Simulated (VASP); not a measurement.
A run of VASP 6.6.1 is set up as follows.

The input INCAR:

```
SYSTEM = P
PREC     = Accurate       ! precision mode
ENCUT    = 520            ! plane-wave cutoff, eV
EDIFF    = 1E-6           ! SCF threshold, eV
ISMEAR   = 0              ! smearing method
SIGMA    = 0.1            ! smearing width, eV
LREAL    = .False.        ! projectors in reciprocal space
LASPH    = .True.         ! aspherical terms in the spheres
NELM     = 80             ! most SCF steps
ALGO     = Normal         ! electronic algorithm
ISIF     = 2              ! what is computed and relaxed
LWAVE    = .False.        ! write WAVECAR
LCHARG   = .False.        ! write CHGCAR
GGA      = PS             ! functional
NBANDS   = 30             ! bands
```

The input KPOINTS:

```
Automatic mesh
0
Gamma
  8 8 8
  0 0 0
```

POSCAR

```
P
1.0
    4.8386899805      0.0000000000      0.0000000000
    0.0000000000      4.8386899805      0.0000000000
    0.0000000000      0.0000000000      4.8386899805
P
8
Direct
    0.5000000000      0.5000000000      0.5000000000
    0.0000000000      0.0000000000      0.0000000000
    0.2500000000      0.0000000000      0.5000000000
    0.5000000000      0.2500000000      0.0000000000
    0.5000000000      0.7500000000      0.0000000000
    0.7500000000      0.0000000000      0.5000000000
    0.0000000000      0.5000000000      0.7500000000
    0.0000000000      0.5000000000      0.2500000000
```

Potentials or basis: VASP PAW PBE potentials, release 64 (P).

Launch:

```sh
$ cat potpaw_PBE.64/P/POTCAR > POTCAR
$ mpirun -np 1 vasp_std > vasp.out
```

Predict the pressure.

0.2 GPa.

What does it give for the band gap on the k mesh?

Zero (bands 20 and 21 overlap by 1.06 eV).

Caveat: the PAW data sets were made with another functional, which shifts forces and pressure a little.
